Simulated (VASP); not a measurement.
# Mg (I4/mmm) in VASP: single point with PBEsol

Aim: the single point of Mg with PBEsol.

All numbers are computed with VASP 6.6.1; they aren't measurements. Logs are shortened: lines on timing, memory, paths and dates and some standing lists are left out, and cuts for length are marked.

## (1) The cell of the first run

It takes space group I4/mmm (No. 139, tetragonal). The conventional cell has a = 3.672 Å, b = 3.672 Å, c = 3.359 Å, α = 90.00°, β = 90.00°, γ = 90.00°. Mg (site symmetry 4/mmm) has 14 Mg at 3.09 to 3.67 Å within 4.1 Å.

## (2) Single point, PBEsol

Input file INCAR:

```
SYSTEM = Mg
ALGO = Fast ; EDIFF = 1E-6
ENCUT = 520 ; GGA = PS
ISIF = 2 ; ISMEAR = 0
LASPH = .True. ; LCHARG = .True.
LELF = .True. ; LREAL = .False.
LVHAR = .True. ; LWAVE = .False.
NBANDS = 7 ; NELM = 80
PREC = Accurate ; SIGMA = 0.1
```

Input file KPOINTS:

```
k-points
0
Gamma
  8 8 8
  0 0 0
```

Input file POSCAR:

```
Mg
1.0
   -1.8359916300      1.8359916300      1.6794040200
    1.8359916300     -1.8359916300      1.6794040200
    1.8359916300      1.8359916300     -1.6794040200
Mg
1
Direct
    0.0000000000      0.0000000000      0.0000000000
```

Potentials or basis: VASP PAW PBE potentials, release 64 (Mg).

The run is started by

```console
$ cat potpaw_PBE.64/Mg/POTCAR > POTCAR
$ mpirun -np 1 vasp_std > vasp.out
```

OUTCAR:

```text
SYSTEM = Mg
   EDIFF = 1E-6
   ENCUT = 520
   GGA = PS
   ISIF = 2
   ISMEAR = 0
   LASPH = .True.
   LREAL = .False.
   NELM = 80
   PREC = Accurate

 ion  position               nearest neighbor table
   1  0.000  0.000  0.000-

  LATTYP: Found a body centered tetragonal cell.
 ALAT       =     3.6719832600
 C/A-ratio  =     0.9147122419

  Lattice vectors:

 A1 = (  -1.8359916300,   1.8359916300,   1.6794040200)
 A2 = (   1.8359916300,  -1.8359916300,   1.6794040200)
 A3 = (   1.8359916300,   1.8359916300,  -1.6794040200)

Analysis of symmetry for initial positions (statically):
=====================================================================
 Subroutine PRICEL returns:
 Original cell was already a primitive cell.

 Routine SETGRP: Setting up the symmetry group for a
 body centered tetragonal supercell.

 Subroutine GETGRP returns: Found 16 space group operations
 (whereof 16 operations were pure point group operations)
 out of a pool of 16 trial point group operations.

The static configuration has the point symmetry D_4h.

Analysis of symmetry for dynamics (positions and initial velocities):
=====================================================================
 Subroutine PRICEL returns:
 Original cell was already a primitive cell.

 Routine SETGRP: Setting up the symmetry group for a
 body centered tetragonal supercell.

 Subroutine GETGRP returns: Found 16 space group operations
 (whereof 16 operations were pure point group operations)
 out of a pool of 16 trial point group operations.

The dynamic configuration has the point symmetry D_4h.

 Subroutine INISYM returns: Found 16 space group operations
 (whereof 16 operations are pure point group operations),
 and found     1 'primitive' translations

----------------------------------------------------------------------------------------

                                     Primitive cell

  volume of cell :      22.6442

  direct lattice vectors                    reciprocal lattice vectors
    -1.835991630  1.835991630  1.679404020     0.000000000  0.272332396  0.297724665
     1.835991630 -1.835991630  1.679404020     0.272332396  0.000000000  0.297724665
     1.835991630  1.835991630 -1.679404020     0.272332396  0.272332396  0.000000000

  length of vectors
     3.092269133  3.092269133  3.092269133     0.403490905  0.403490905  0.385136168

  position of ions in fractional coordinates (direct lattice)
     0.000000000  0.000000000  0.000000000

  ion indices of the primitive-cell ions
   primitive index   ion index
                 1           1

----------------------------------------------------------------------------------------

 KPOINTS: k-points

Automatic generation of k-mesh.
 Grid dimensions read from file:
 generate k-points for:    8    8    8

 Generating k-lattice:

  Cartesian coordinates                     Fractional coordinates (reciprocal lattice)
     0.000000000  0.034041550  0.037215583     0.125000000  0.000000000  0.000000000
     0.034041550  0.000000000  0.037215583     0.000000000  0.125000000  0.000000000
     0.034041550  0.034041550  0.000000000     0.000000000  0.000000000  0.125000000

  Length of vectors
     0.050436363  0.050436363  0.048142021

  Shift w.r.t. Gamma in fractional coordinates (k-lattice)
     0.000000000  0.000000000  0.000000000

 Subroutine IBZKPT returns following result:
 ===========================================

 Found     59 irreducible k-points:

 Following reciprocal coordinates:
            Coordinates               Weight
  0.000000  0.000000  0.000000      1.000000
  0.125000 -0.000000  0.000000      8.000000
  0.250000 -0.000000  0.000000      8.000000
  0.375000  0.000000  0.000000      8.000000
  0.500000 -0.000000  0.000000      4.000000
  0.125000  0.125000  0.000000      8.000000
[... 16 lines left out ...]
  0.250000  0.125000  0.125000     16.000000
  0.375000  0.125000  0.125000      8.000000
 [... further k-points ...]
   k-points           NKPTS =     59   k-points in BZ     NKDIM =     59   number of bands    NBANDS=      7
   number of dos      NEDOS =    301   number of ions     NIONS =      1
   total plane-waves  NPLWV =  13824
   dimension x,y,z NGX =    24 NGY =   24 NGZ =   24
   dimension x,y,z NGXF=    48 NGYF=   48 NGZF=   48
   ions per type =               1
   NGX,Y,Z   is equivalent  to a cutoff of  12.90, 12.90, 12.90 a.u.
   NGXF,Y,Z  is equivalent  to a cutoff of  25.81, 25.81, 25.81 a.u.
 SYSTEM =  Mg
   PREC   = accura    normal or accurate (medium, high low for compatibility)
   ISTART =      0    job   : 0-new  1-cont  2-samecut
   ICHARG =      2    charge: 1-file 2-atom 10-const
   ISPIN  =      1    spin polarized calculation?
   LNONCOLLINEAR =      F non collinear calculations
   LSORBIT =      F    spin-orbit coupling
   LASPH  =      T    aspherical Exc in radial PAW
   ENCUT  =  520.0 eV  38.22 Ry    6.18 a.u.   5.75  5.75  5.75*2*pi/ulx,y,z
   NELM   =     80;   NELMIN=  2; NELMDL= -5     # of ELM steps
   EDIFF  = 0.1E-05   stopping-criterion for ELM
   LREAL  =      F    real-space projection
   EDIFFG = 0.1E-04   stopping-criterion for IOM
   NSW    =      0    number of steps for IOM
   IBRION =     -1    ionic relax: 0-MD 1-quasi-New 2-CG
   NFREE  =      0    steps in history (QN), initial steepest desc. (CG)
   ISIF   =      2    stress and relaxation
   ISYM   =      2    0-nonsym 1-usesym 2-fastsym
   POTIM  = 0.5000    time-step for ionic-motion
   TEBEG  =    0.0;   TEEND  =   0.0 temperature during run
   PSTRESS=    0.0 pullay stress
   NELECT =       2.0000    total number of electrons
   NUPDOWN=      -1.0000    fix difference up-down
   EMIN   =  10.00;   EMAX   =-10.00  energy-range for DOS
   EFERMI =   0.00;   METHOD = LEGACY
   ISMEAR =     0;   SIGMA  =   0.10  broadening in eV -4-tet -1-fermi 0-gaus
   EFERMI_NEDOS =   21; number of points for ismear=-14 and -15
   IALGO  =     68    algorithm
   IMIX   =      4    mixing-type and parameters
     AMIX     =   0.40;   BMIX     =  1.00
     AMIX_MAG =   1.60;   BMIX_MAG =  1.00
  volume/ion in A,a.u.               =      22.64       152.81
  Fermi-wavevector in a.u.,A,eV,Ry     =   0.729065  1.377732  7.231974  0.531535
  Thomas-Fermi vector in A             =   1.820694
   LORBIT       =      0    0 simple, 1 ext, 2 COOP (PROOUT), +10 PAW based schemes
   GGA     = PS    functional components
   LHFCALC =     F    Hartree Fock is set to
   AEXX    =    0.0000 exact exchange contribution
   IVDW    =     0    specifies the selected vdW correction
   LEPSILON=     F    determine dielectric tensor
   LRPA    =     F    only Hartree local field effects (RPA)
 non-spin polarized calculation
 RMM-DIIS sequential band-by-band and
 Gauss-broadening in eV      SIGMA  =   0.10
  energy-cutoff  :      520.00
  volume of cell :       22.64
 maximum number of plane-waves:       624
   NGX = 11   NGY = 11   NGZ = 11

 number of electron       2.0000000 magnetization

 Free energy of the ion-electron system (eV)
  ---------------------------------------------------
  ext. energy  EPLUGINS =         0.00000000
  ---------------------------------------------------
  free energy    TOTEN  =        -1.69835066 eV

  energy without entropy =       -1.69710219  energy(sigma->0) =       -1.69772643

 E-fermi :   2.6333     XC(G=0):  -8.5790

 val. band max:        2.4691657771   @ k =  -0.2500   0.5000   0.2500
 cond. band min:       2.6676363277   @ k =   0.3750   0.1250   0.1250
 fundamental gap:      0.1984705506
 Fermi energy:         2.6333306313

 k-point     1 :       0.0000    0.0000    0.0000
  band No.  band energies     occupation
      1      -4.3221      2.00000
      2      14.6249      0.00000
      3      16.4770      0.00000
      4      16.4770      0.00000
      5      16.8180      0.00000
      6      17.0413      0.00000
      7      17.0413      0.00000

 k-point     2 :       0.1250   -0.0000    0.0000
  band No.  band energies     occupation
      1      -3.9388      2.00000
      2      13.1074      0.00000
      3      13.4131      0.00000
      4      14.8983      0.00000
      5      15.0855      0.00000
      6      16.9787      0.00000
      7      18.4234      0.00000

 k-point     3 :       0.2500   -0.0000    0.0000
  band No.  band energies     occupation
      1      -2.7983      2.00000
      2       8.7607      0.00000
      3      12.0301      0.00000
      4      13.1275      0.00000
      5      13.6163      0.00000
      6      15.4891      0.00000
      7      19.3503      0.00000

 k-point     4 :       0.3750    0.0000    0.0000
  band No.  band energies     occupation
      1      -0.9298      2.00000
      2       4.9238      0.00000
      3      11.1637      0.00000
      4      12.0290      0.00000
      5      12.7263      0.00000
      6      14.4404      0.00000
      7      20.5584      0.00000

 k-point     5 :       0.5000   -0.0000    0.0000
  band No.  band energies     occupation
      1       1.3253      2.00000
      2       2.0104      2.00000
      3      10.8707      0.00000
      4      11.6625      0.00000
      5      12.4339      0.00000
      6      14.0617      0.00000
      7      21.7556      0.00000
[... 161 lines left out ...]
 k-point    22 :       0.1250    0.1250    0.1250
  band No.  band energies     occupation
      1      -2.1124      2.00000
      2       8.1732      0.00000
      3       9.1144      0.00000
      4      10.2349      0.00000
      5      18.0640      0.00000
      6      18.6732      0.00000
      7      19.4405      0.00000

 k-point    23 :       0.2500    0.1250    0.1250
  band No.  band energies     occupation
      1      -0.2594      2.00000
      2       5.4928      0.00000
      3       7.3830      0.00000
      4       8.7694      0.00000
      5      17.7299      0.00000
      6      18.5480      0.00000
      7      21.1487      0.00000

 k-point    24 :       0.3750    0.1250    0.1250
  band No.  band energies     occupation
      1       1.9588      2.00000
      2       2.6676      0.62757
      3       7.0619      0.00000
      4       8.3436      0.00000
      5      17.5032      0.00000
      6      18.2424      0.00000
      7      22.3566      0.00000

 [... further k-points ...]

------------------------ aborting loop because EDIFF is reached ----------------------------------------

  FORCE on cell =-STRESS in cart. coord.  units (eV):
  Direction    XX          YY          ZZ          XY          YZ          ZX
  --------------------------------------------------------------------------------------
  -------------------------------------------------------------------------------------
  Total       -0.0115051     -0.0115051     -0.0876776      0.0000000     -0.0000000      0.0000000
  in kB       -0.8140400     -0.8140400     -6.2035850      0.0000000     -0.0000000      0.0000000
  external PRESSURE =      -2.6105550 kB  Pullay stress =       0.0000000 kB

 VOLUME and BASIS-vectors are now :
 -----------------------------------------------------------------------------
  energy-cutoff  :      520.00
  volume of cell :       22.64
      direct lattice vectors                 reciprocal lattice vectors
    -1.835991630  1.835991630  1.679404020     0.000000000  0.272332396  0.297724665
     1.835991630 -1.835991630  1.679404020     0.272332396  0.000000000  0.297724665
     1.835991630  1.835991630 -1.679404020     0.272332396  0.272332396  0.000000000

 POSITION                                       TOTAL-FORCE (eV/Angst)
 -----------------------------------------------------------------------------------
      0.00000      0.00000      0.00000         0.000000     -0.000000      0.000000
 -----------------------------------------------------------------------------------
    total drift:                                0.000000     -0.000000     -0.000000

  FREE ENERGIE OF THE ION-ELECTRON SYSTEM (eV)
  ---------------------------------------------------
  free  energy   TOTEN  =        -1.6983506622 eV

  energy  without entropy=       -1.6971021950  energy(sigma->0) =       -1.69772643
```

Wall time 3.7 s (1 thread of Intel Xeon Platinum 8488C (Sapphire Rapids), shared host); peak memory 0.13 GiB.

What came out:

```yaml
Free_energy: -1.6984 eV
Pressure: -0.3 GPa
Band_gap_on_the_k_mesh: zero (band 1 reaches 5.90 eV, above the bottom of band 2 at 1.36 eV)
```

Levels at points of the mesh, in eV from the Fermi level:
| k point | band 1 | band 2 | band 3 | band 4 | band 5 | band 6 |
| --- | --- | --- | --- | --- | --- | --- |
| (0.00, 0.00, 0.00) | -6.96 | 11.99 | 13.84 | 13.84 | 14.18 | 14.41 |
| (0.50, 0.00, 0.00) | -1.31 | -0.62 | 8.24 | 9.03 | 9.80 | 11.43 |
| (0.50, 0.50, 0.00) | -1.71 | -1.28 | 9.85 | 10.57 | 11.56 | 12.13 |
| (0.50, 0.50, 0.50) | 3.26 | 3.26 | 3.63 | 4.21 | 5.42 | 8.07 |

Caveat: the PAW data sets were made with another functional, which shifts forces and pressure a little.
